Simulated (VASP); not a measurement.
Crystal: WC.

```
CELL_PARAMETERS angstrom
0.00000 2.19268 2.19268
2.19268 0.00000 2.19268
2.19268 2.19268 0.00000
ATOMIC_POSITIONS crystal
W 0.00000 0.00000 0.00000
C 0.50000 0.50000 0.50000
```

```yaml
Program: VASP 6.6.1
Task: relaxation of cell and atoms
Functional: PBEsol
Dispersion: D4
Potentials_or_basis: VASP PAW PBE potentials, release 64 (W_sv, C)
Cutoff: 600 eV
k_mesh: 10 × 10 × 10
Occupations: fermi-dirac, width 0.05 eV
Spin: no spin polarisation
```

At the start: pressure -13.2 GPa; volume 10.54 Å³/atom.

Problem. Where does the relaxation end?

Solution. Over 4 steps the energy falls by 15.8 meV/atom and the volume is 10.17 Å³/atom (-3.5 %); space group Fm-3m (No. 225, to 0.05 Å).

Step by step:
| step | energy change (eV) | largest force (eV/Å) | pressure (GPa) | volume (Å³) |
| --- | --- | --- | --- | --- |
| 1 | 0.0000 | 0.0000 | -13.20 | 21.08 |
| 2 | 0.2035 | 0.0000 | 45.34 | 18.54 |
| 3 | -0.0315 | 0.0000 | -0.49 | 20.37 |
| 4 | -0.0316 | 0.0000 | -0.06 | 20.35 |

Final structure:
```cif
data_structure
_symmetry_space_group_name_H-M 'P 1'
_symmetry_Int_Tables_number 1
_cell_length_a 3.0645
_cell_length_b 3.0645
_cell_length_c 3.0645
_cell_angle_alpha 60.000
_cell_angle_beta 60.000
_cell_angle_gamma 60.000
_cell_volume 20.35
loop_
_atom_site_label
_atom_site_type_symbol
_atom_site_fract_x
_atom_site_fract_y
_atom_site_fract_z
_atom_site_occupancy
W1 W 0.00000 0.00000 0.00000 1
C1 C 0.50000 0.50000 0.50000 1
```

Caveat: the PAW data sets were made with another functional, which shifts forces and pressure a little.
